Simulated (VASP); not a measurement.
PbO, 2 atoms in the cell. It takes space group F-43m (No. 216, cubic). Conventional cell: a = 5.653 Å, b = 5.653 Å, c = 5.653 Å, α = 90.00°, β = 90.00°, γ = 90.00°. Within 3.2 Å of Pb (site symmetry -43m) lie 4 O at 2.45 Å. Within 3.2 Å of O (site symmetry -43m) lie 4 Pb at 2.45 Å.  This cell differs from its parent crystal: volume changed by +3%.

- Program: VASP 6.6.1
- Task: single point
- Functional: r2SCAN
- Potentials or basis: VASP PAW PBE potentials, release 64 (Pb_d, O)
- Cutoff: 520 eV
- k mesh: 6 × 6 × 6
- Occupations: gaussian, width 0.01 eV
- Spin: no spin polarisation
- Dipole correction: no
- Further INCAR settings: ALGO = Normal; EDIFF = 1e-06; NBANDS = 17

Potentials or basis: VASP PAW PBE potentials, release 64 (Pb_d, O).

Command:

```console
$ cat potpaw_PBE.64/Pb_d/POTCAR potpaw_PBE.64/O/POTCAR > POTCAR
$ cp INCAR.step1 INCAR
$ mpirun -np 1 vasp_std > vasp.out
$ cp INCAR.step2 INCAR
$ mpirun -np 1 vasp_std > vasp.out
```

Hardware: 1 thread of Intel(R) Xeon(R) Platinum 8488C (Sapphire Rapids), with other jobs on the host.

Task: Estimate the wall time of this run.

Result: It took 37 s on 1 thread of Intel(R) Xeon(R) Platinum 8488C (Sapphire Rapids), on a shared host, peak memory 0.17 GiB. Counts: k points 16.
